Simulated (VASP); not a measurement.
A run of VASP 6.6.1 is set up as follows.

The input INCAR:

```
SYSTEM = InSb3N
ALGO = Normal
EDIFF = 1E-7
ENCUT = 520
GGA = PE
ISIF = 2
ISMEAR = 0
LASPH = .TRUE.
LCHARG = .FALSE.
LREAL = .FALSE.
LWAVE = .FALSE.
NBANDS = 24
NELM = 100
PREC = Accurate
SIGMA = 0.1
```

File KPOINTS:

```
k-points
0
G
  8 8 8
  0 0 0
```

POSCAR

```
InSb3N
1.0
    4.8505716363      0.0000000000      0.0000000000
    0.0000000000      4.8505716363      0.0000000000
    0.0000000000      0.0000000000      4.8505716363
In Sb N
1 3 1
Direct
    0.0000000000      0.0000000000      0.0000000000
    0.5000000000      0.5000000000      0.0000000000
    0.0000000000      0.5000000000      0.5000000000
    0.5000000000      0.0000000000      0.5000000000
    0.5000000000      0.5000000000      0.5000000000
```

Potentials or basis: VASP PAW PBE potentials, release 64 (In_d, Sb, N).

Run with:

```bash
$ cat potpaw_PBE.64/In_d/POTCAR potpaw_PBE.64/Sb/POTCAR potpaw_PBE.64/N/POTCAR > POTCAR
$ mpirun -np 1 vasp_std > vasp.out
```

(1) Predict the pressure.

## Answers

(1) -0.3 GPa.
